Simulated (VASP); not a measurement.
# C (R-3m) in VASP: further runs

C is run at these levels: PBE; tasks: single point.

Program: VASP 6.6.1. These are calculated values, not measurements. Logs are shortened: lines on timing, memory, paths and dates and some standing lists are left out, and cuts for length are marked.

## Step 1: The cell of the first run

The structure is trigonal, space group R-3m (No. 166). The conventional cell has a = 2.417 Å, b = 2.417 Å, c = 6.192 Å, α = 90.00°, β = 90.00°, γ = 120.00°. C (site symmetry 3m) has 4 C at 1.49 to 1.54 Å within 2.0 Å.

## Step 2: Single point, PBE (epitaxial 111 strain -4.0%)

Contents of INCAR:

```
SYSTEM = C
PREC = Accurate ; ENCUT = 520
EDIFF = 1E-6 ; ISMEAR = 0
SIGMA = 0.01 ; LREAL = .False.
LASPH = .True. ; NELM = 80
ALGO = Normal ; ISIF = 2
LWAVE = .False. ; LCHARG = .False.
GGA = PE ; NBANDS = 11
```

Contents of KPOINTS:

```
regular mesh
0
Gamma
  6 6 6
  0 0 0
```

Contents of POSCAR:

```
C
1.0
    0.0524367482      1.7613559250      1.7613559250
    1.7613559250      0.0524367482      1.7613559250
    1.7613559250      1.7613559250      0.0524367482
C
2
Direct
    0.0004415872      0.0004415872      0.0004415872
    0.2495584128      0.2495584128      0.2495584128
```

Potentials or basis: VASP PAW PBE potentials, release 64 (C).

Command:

```console
$ cat potpaw_PBE.64/C/POTCAR > POTCAR
$ mpirun -np 1 vasp_std > vasp.out
```

OUTCAR:

```text
SYSTEM = C
   PREC = Accurate
   ENCUT = 520
   EDIFF = 1E-6
   ISMEAR = 0
   LREAL = .False.
   LASPH = .True.
   NELM = 80
   ISIF = 2
   GGA = PE

 ion  position               nearest neighbor table
   1  0.000  0.000  0.000-   2 1.49   2 1.49   2 1.49   2 1.54
   2  0.250  0.250  0.250-   1 1.49   1 1.49   1 1.49   1 1.54

  LATTYP: Found a trigonal (rhomboedric) cell.
 ALAT       =     2.4914853003
 COS(alpha) =     0.5295360093

  Lattice vectors:

 A1 = (   0.0524367482,   1.7613559250,   1.7613559250)
 A2 = (   1.7613559250,   0.0524367482,   1.7613559250)
 A3 = (   1.7613559250,   1.7613559250,   0.0524367482)

Analysis of symmetry for initial positions (statically):
=====================================================================
 Subroutine PRICEL returns:
 Original cell was already a primitive cell.

 Routine SETGRP: Setting up the symmetry group for a
 trigonal (rhombohedral) supercell.

 Subroutine GETGRP returns: Found 12 space group operations
 (whereof  6 operations were pure point group operations)
 out of a pool of 12 trial point group operations.

The static configuration has the point symmetry C_3v.
 The point group associated with its full space group is D_3d.

Analysis of symmetry for dynamics (positions and initial velocities):
=====================================================================
 Subroutine PRICEL returns:
 Original cell was already a primitive cell.

 Routine SETGRP: Setting up the symmetry group for a
 trigonal (rhombohedral) supercell.

 Subroutine GETGRP returns: Found 12 space group operations
 (whereof  6 operations were pure point group operations)
 out of a pool of 12 trial point group operations.

The dynamic configuration has the point symmetry C_3v.
 The point group associated with its full space group is D_3d.

 Subroutine INISYM returns: Found 12 space group operations
 (whereof  6 operations are pure point group operations),
 and found     1 'primitive' translations

----------------------------------------------------------------------------------------

                                     Primitive cell

  volume of cell :      10.4409

  direct lattice vectors                    reciprocal lattice vectors
     0.052436748  1.761355925  1.761355925    -0.296873903  0.288291278  0.288291278
     1.761355925  0.052436748  1.761355925     0.288291278 -0.296873903  0.288291278
     1.761355925  1.761355925  0.052436748     0.288291278  0.288291278 -0.296873903

  length of vectors
     2.491485300  2.491485300  2.491485300     0.504339010  0.504339010  0.504339010

  position of ions in fractional coordinates (direct lattice)
     0.000441587  0.000441587  0.000441587
     0.249558413  0.249558413  0.249558413

  ion indices of the primitive-cell ions
   primitive index   ion index
                 1           1
                 2           2

----------------------------------------------------------------------------------------

 KPOINTS: regular mesh

Automatic generation of k-mesh.
 Grid dimensions read from file:
 generate k-points for:    6    6    6

 Generating k-lattice:

  Cartesian coordinates                     Fractional coordinates (reciprocal lattice)
    -0.049478984  0.048048546  0.048048546     0.166666667 -0.000000000 -0.000000000
     0.048048546 -0.049478984  0.048048546    -0.000000000  0.166666667 -0.000000000
     0.048048546  0.048048546 -0.049478984    -0.000000000 -0.000000000  0.166666667

  Length of vectors
     0.084056502  0.084056502  0.084056502

  Shift w.r.t. Gamma in fractional coordinates (k-lattice)
     0.000000000  0.000000000  0.000000000

 Subroutine IBZKPT returns following result:
 ===========================================

 Found     32 irreducible k-points:

 Following reciprocal coordinates:
            Coordinates               Weight
  0.000000  0.000000  0.000000      1.000000
  0.166667  0.000000  0.000000      6.000000
  0.333333 -0.000000 -0.000000      6.000000
  0.500000  0.000000  0.000000      3.000000
  0.166667  0.166667  0.000000      6.000000
  0.333333  0.166667 -0.000000     12.000000
[... 16 lines left out ...]
  0.500000  0.500000  0.166667      6.000000
 -0.333333  0.500000  0.166667     12.000000
 [... further k-points ...]
   k-points           NKPTS =     32   k-points in BZ     NKDIM =     32   number of bands    NBANDS=     11
   number of dos      NEDOS =    301   number of ions     NIONS =      2
   total plane-waves  NPLWV =   8000
   dimension x,y,z NGX =    20 NGY =   20 NGZ =   20
   dimension x,y,z NGXF=    40 NGYF=   40 NGZF=   40
   ions per type =               2
   NGX,Y,Z   is equivalent  to a cutoff of  13.35, 13.35, 13.35 a.u.
   NGXF,Y,Z  is equivalent  to a cutoff of  26.69, 26.69, 26.69 a.u.
 SYSTEM =  C
   PREC   = accura    normal or accurate (medium, high low for compatibility)
   ISTART =      0    job   : 0-new  1-cont  2-samecut
   ICHARG =      2    charge: 1-file 2-atom 10-const
   ISPIN  =      1    spin polarized calculation?
   LNONCOLLINEAR =      F non collinear calculations
   LSORBIT =      F    spin-orbit coupling
   LASPH  =      T    aspherical Exc in radial PAW
   ENCUT  =  520.0 eV  38.22 Ry    6.18 a.u.   4.63  4.63  4.63*2*pi/ulx,y,z
   NELM   =     80;   NELMIN=  2; NELMDL= -5     # of ELM steps
   EDIFF  = 0.1E-05   stopping-criterion for ELM
   LREAL  =      F    real-space projection
   EDIFFG = 0.1E-04   stopping-criterion for IOM
   NSW    =      0    number of steps for IOM
   IBRION =     -1    ionic relax: 0-MD 1-quasi-New 2-CG
   NFREE  =      0    steps in history (QN), initial steepest desc. (CG)
   ISIF   =      2    stress and relaxation
   ISYM   =      2    0-nonsym 1-usesym 2-fastsym
   POTIM  = 0.5000    time-step for ionic-motion
   TEBEG  =    0.0;   TEEND  =   0.0 temperature during run
   PSTRESS=    0.0 pullay stress
   NELECT =       8.0000    total number of electrons
   NUPDOWN=      -1.0000    fix difference up-down
   EMIN   =  10.00;   EMAX   =-10.00  energy-range for DOS
   EFERMI =   0.00;   METHOD = LEGACY
   ISMEAR =     0;   SIGMA  =   0.01  broadening in eV -4-tet -1-fermi 0-gaus
   EFERMI_NEDOS =   21; number of points for ismear=-14 and -15
   IALGO  =     38    algorithm
   IMIX   =      4    mixing-type and parameters
     AMIX     =   0.40;   BMIX     =  1.00
     AMIX_MAG =   1.60;   BMIX_MAG =  1.00
  volume/ion in A,a.u.               =       5.22        35.23
  Fermi-wavevector in a.u.,A,eV,Ry     =   1.498048  2.830901 30.533492  2.244148
  Thomas-Fermi vector in A             =   2.609857
   LORBIT       =      0    0 simple, 1 ext, 2 COOP (PROOUT), +10 PAW based schemes
   GGA     = PE    functional components
   LHFCALC =     F    Hartree Fock is set to
   AEXX    =    0.0000 exact exchange contribution
   IVDW    =     0    specifies the selected vdW correction
   LEPSILON=     F    determine dielectric tensor
   LRPA    =     F    only Hartree local field effects (RPA)
 non-spin polarized calculation
 Gauss-broadening in eV      SIGMA  =   0.01
  energy-cutoff  :      520.00
  volume of cell :       10.44
 maximum number of plane-waves:       291
 NGX is ok and might be reduce to    20
   NGX =  9   NGY =  9   NGZ =  9

 number of electron       8.0000001 magnetization

 Free energy of the ion-electron system (eV)
  ---------------------------------------------------
  ext. energy  EPLUGINS =         0.00000000
  ---------------------------------------------------
  free energy    TOTEN  =       -17.98821515 eV

  energy without entropy =      -17.98821515  energy(sigma->0) =      -17.98821515

 E-fermi :  11.1768     XC(G=0): -13.6700

 val. band max:       11.0597530434   @ k =   0.0000   0.0000   0.0000
 cond. band min:      15.2522586833   @ k =   0.3333   0.3333  -0.0000
 fundamental gap:      4.1925056399
 Fermi energy:        11.1767743854

 k-point     1 :       0.0000    0.0000    0.0000
  band No.  band energies     occupation
      1     -11.6626      2.00000
      2      10.7717      2.00000
      3      11.0598      2.00000
      4      11.0598      2.00000
      5      15.8023      0.00000
      6      17.2396      0.00000
      7      17.2396      0.00000
      8      26.4085      0.00000
      9      31.4220      0.00000
     10      38.4755      0.00000
     11      38.4755      0.00000

 k-point     2 :       0.1667    0.0000    0.0000
  band No.  band energies     occupation
      1     -10.8336      2.00000
      2       7.1545      2.00000
      3       9.6437      2.00000
      4       9.8715      2.00000
      5      17.4443      0.00000
      6      18.7134      0.00000
      7      18.9822      0.00000
      8      26.7647      0.00000
      9      32.2843      0.00000
     10      34.0722      0.00000
     11      34.7944      0.00000

 k-point     3 :       0.3333   -0.0000   -0.0000
  band No.  band energies     occupation
      1      -8.3887      2.00000
      2       1.1794      2.00000
      3       8.2889      2.00000
      4       8.3704      2.00000
      5      18.8976      0.00000
      6      20.0145      0.00000
      7      20.4343      0.00000
      8      27.2668      0.00000
      9      32.6539      0.00000
     10      34.6913      0.00000
     11      35.7571      0.00000

 k-point     4 :       0.5000    0.0000    0.0000
  band No.  band energies     occupation
      1      -5.1677      2.00000
      2      -3.3583      2.00000
      3       7.8058      2.00000
      4       7.8125      2.00000
      5      19.0383      0.00000
      6      20.0972      0.00000
      7      20.8428      0.00000
      8      27.3431      0.00000
      9      33.7788      0.00000
     10      36.9215      0.00000
     11      37.6073      0.00000
[... 239 lines left out ...]
 k-point    22 :      -0.1667    0.3333    0.1667
  band No.  band energies     occupation
      1      -6.2531      2.00000
      2       1.7378      2.00000
      3       3.2072      2.00000
      4       5.7525      2.00000
      5      18.7505      0.00000
      6      21.0540      0.00000
      7      23.1241      0.00000
      8      26.1906      0.00000
      9      33.0655      0.00000
     10      34.5426      0.00000
     11      39.1932      0.00000

 k-point    23 :       0.5000    0.5000    0.1667
  band No.  band energies     occupation
      1      -4.8697      2.00000
      2       0.4679      2.00000
      3       2.4292      2.00000
      4       5.2317      2.00000
      5      16.9605      0.00000
      6      19.3040      0.00000
      7      26.9638      0.00000
      8      27.9342      0.00000
      9      33.0104      0.00000
     10      36.0412      0.00000
     11      41.2340      0.00000

 k-point    24 :      -0.3333    0.5000    0.1667
  band No.  band energies     occupation
      1      -2.0883      2.00000
      2      -1.4643      2.00000
      3       2.3371      2.00000
      4       2.6780      2.00000
      5      18.8893      0.00000
      6      20.2812      0.00000
      7      25.8624      0.00000
      8      27.2903      0.00000
      9      33.7678      0.00000
     10      34.2541      0.00000
     11      42.5938      0.00000

 [... further k-points ...]
[... 5 lines left out ...]
  --------------------------------------------------------------------------------------
  -------------------------------------------------------------------------------------
  Total        3.0214149      3.0214149      3.0214149     -1.3091345     -1.3091345     -1.3091345
  in kB      463.6431091    463.6431091    463.6431091   -200.8897232   -200.8897232   -200.8897232
  external PRESSURE =     463.6431091 kB  Pullay stress =       0.0000000 kB

 VOLUME and BASIS-vectors are now :
 -----------------------------------------------------------------------------
  energy-cutoff  :      520.00
  volume of cell :       10.44
      direct lattice vectors                 reciprocal lattice vectors
     0.052436748  1.761355925  1.761355925    -0.296873903  0.288291278  0.288291278
     1.761355925  0.052436748  1.761355925     0.288291278 -0.296873903  0.288291278
     1.761355925  1.761355925  0.052436748     0.288291278  0.288291278 -0.296873903

 POSITION                                       TOTAL-FORCE (eV/Angst)
 -----------------------------------------------------------------------------------
      0.00158      0.00158      0.00158         0.041693      0.041693      0.041693
      0.89221      0.89221      0.89221        -0.041693     -0.041693     -0.041693
 -----------------------------------------------------------------------------------
    total drift:                               -0.000000     -0.000000     -0.000000

  FREE ENERGIE OF THE ION-ELECTRON SYSTEM (eV)
  ---------------------------------------------------
  free  energy   TOTEN  =       -17.9882151532 eV

  energy  without entropy=      -17.9882151532  energy(sigma->0) =      -17.98821515
```

It took 3.5 s on 1 thread of Intel Xeon 6975P-C, shared host; peak memory 0.12 GiB.

Results:

- Free energy: -17.9882 eV
- Pressure: 46.4 GPa
- Largest force: 0.072 eV/Å
- Band gap on the k mesh: 4.19 eV, indirect (least direct gap 4.74 eV)

Forces in eV/Å, atoms in the order of the input:
```
C    0.042  0.042  0.042
C   -0.042 -0.042 -0.042
```

Caveat: the k points lie up to 0.53 Å⁻¹ apart; the cell differs from its parent crystal (epitaxial 111 strain -4.0%).

## Step 3: Single point, PBE (epitaxial 111 strain -3.0%)

Contents of INCAR:

```
SYSTEM = C
PREC = Accurate
ENCUT = 520
EDIFF = 1E-6
ISMEAR = 0
SIGMA = 0.01
LREAL = .False.
LASPH = .True.
NELM = 60
ALGO = Normal
ISIF = 2
LWAVE = .False.
LCHARG = .False.
GGA = PE
NBANDS = 11
```

Contents of KPOINTS:

```
Automatic mesh
0
Gamma
  6 6 6
  0 0 0
```

Contents of POSCAR:

```
C
1.0
    0.0392608608      1.7659812790      1.7659812790
    1.7659812790      0.0392608608      1.7659812790
    1.7659812790      1.7659812790      0.0392608608
C
2
Direct
    0.0002892538      0.0002892538      0.0002892538
    0.2497107462      0.2497107462      0.2497107462
```

Potentials or basis: VASP PAW PBE potentials, release 64 (C).

Command:

```console
$ cat potpaw_PBE.64/C/POTCAR > POTCAR
$ mpirun -np 1 vasp_std > vasp.out
```

OUTCAR:

```text
SYSTEM = C
   PREC = Accurate
   ENCUT = 520
   EDIFF = 1E-6
   ISMEAR = 0
   LREAL = .False.
   LASPH = .True.
   NELM = 60
   ISIF = 2
   GGA = PE

 ion  position               nearest neighbor table
   1  0.000  0.000  0.000-   2 1.50   2 1.50   2 1.50   2 1.54
   2  0.250  0.250  0.250-   1 1.50   1 1.50   1 1.50   1 1.54

  LATTYP: Found a trigonal (rhomboedric) cell.
 ALAT       =     2.4977832514
 COS(alpha) =     0.5221027288

  Lattice vectors:

[... 516 lines left out ...]
      5      18.6784      0.00000
      6      19.7024      0.00000
      7      25.4909      0.00000
      8      26.5405      0.00000
      9      33.2127      0.00000
     10      33.5690      0.00000
     11      42.0547      0.00000

 [... further k-points ...]
[... 5 lines left out ...]
  --------------------------------------------------------------------------------------
  -------------------------------------------------------------------------------------
  Total        2.3022489      2.3022489      2.3022489     -0.9568767     -0.9568767     -0.9568767
  in kB      346.4190665    346.4190665    346.4190665   -143.9811002   -143.9811002   -143.9811002
  external PRESSURE =     346.4190665 kB  Pullay stress =       0.0000000 kB

 VOLUME and BASIS-vectors are now :
 -----------------------------------------------------------------------------
  energy-cutoff  :      520.00
  volume of cell :       10.65
      direct lattice vectors                 reciprocal lattice vectors
     0.039260861  1.765981279  1.765981279    -0.292749672  0.286382879  0.286382879
     1.765981279  0.039260861  1.765981279     0.286382879 -0.292749672  0.286382879
     1.765981279  1.765981279  0.039260861     0.286382879  0.286382879 -0.292749672

 POSITION                                       TOTAL-FORCE (eV/Angst)
 -----------------------------------------------------------------------------------
      0.00103      0.00103      0.00103         0.030592      0.030592      0.030592
      0.89177      0.89177      0.89177        -0.030592     -0.030592     -0.030592
 -----------------------------------------------------------------------------------
    total drift:                               -0.000000     -0.000000     -0.000000

  FREE ENERGIE OF THE ION-ELECTRON SYSTEM (eV)
  ---------------------------------------------------
  free  energy   TOTEN  =       -18.0664945772 eV

  energy  without entropy=      -18.0664945772  energy(sigma->0) =      -18.06649458
```

OSZICAR:

```text
N       E                     dE             d eps       ncg     rms          rms(c)
DAV:   1     0.842586049726E+00    0.84259E+00   -0.51742E+03   712   0.731E+02
DAV:   2    -0.184355274013E+02   -0.19278E+02   -0.18325E+02   906   0.123E+02
DAV:   3    -0.188417405582E+02   -0.40621E+00   -0.40446E+00   815   0.137E+01
DAV:   4    -0.188424238923E+02   -0.68333E-03   -0.68331E-03   761   0.675E-01
DAV:   5    -0.188424245882E+02   -0.69590E-06   -0.69588E-06   814   0.210E-02    0.605E+00
DAV:   6    -0.182600822047E+02    0.58234E+00   -0.30482E-01   716   0.395E+00    0.362E+00
DAV:   7    -0.180644485661E+02    0.19563E+00   -0.36685E-01   764   0.439E+00    0.867E-01
DAV:   8    -0.180664387699E+02   -0.19902E-02   -0.97768E-03   746   0.755E-01    0.456E-02
DAV:   9    -0.180664734204E+02   -0.34651E-04   -0.63266E-05   833   0.647E-02    0.256E-02
DAV:  10    -0.180664944037E+02   -0.20983E-04   -0.14431E-05   747   0.340E-02    0.548E-03
DAV:  11    -0.180664945772E+02   -0.17350E-06   -0.45074E-07   832   0.625E-03
   1 F= -.18066495E+02 E0= -.18066495E+02  d E =-.364958E-19
```

Wall time 3.6 s (1 thread of Intel Xeon 6975P-C, shared host); peak memory 0.12 GiB.

What came out:

| Item | Value |
| --- | --- |
| Free energy | -18.0665 eV |
| Pressure | 34.6 GPa |
| Largest force | 0.053 eV/Å |
| Band gap on the k mesh | 4.21 eV, indirect (least direct gap 4.99 eV) |

Forces on the atoms (eV/Å):
```
C    0.031  0.031  0.031
C   -0.031 -0.031 -0.031
```

Levels at points of the mesh, in eV from the valence-band top:
| k point | band 1 | band 2 | band 3 | band 4 | band 5 | band 6 | band 7 | band 8 | band 9 |
| --- | --- | --- | --- | --- | --- | --- | --- | --- | --- |
| (0.00, 0.00, 0.00) | -22.41 | -0.18 | 0.00 | 0.00 | 4.99 | 6.04 | 6.04 | 14.85 | 20.10 |
| (0.50, 0.00, 0.00) | -16.09 | -14.15 | -3.13 | -3.12 | 8.13 | 8.91 | 9.56 | 16.17 | 22.61 |
| (0.50, 0.50, 0.00) | -13.39 | -13.17 | -6.98 | -6.49 | 4.37 | 5.31 | 17.67 | 17.68 | 24.31 |
| (0.50, 0.50, 0.50) | -16.74 | -14.15 | -2.69 | -2.69 | 8.89 | 8.89 | 10.49 | 16.32 | 22.70 |

Caveat: the k points lie up to 0.52 Å⁻¹ apart; the cell differs from its parent crystal (epitaxial 111 strain -3.0%).

[end of part 1 of 2]
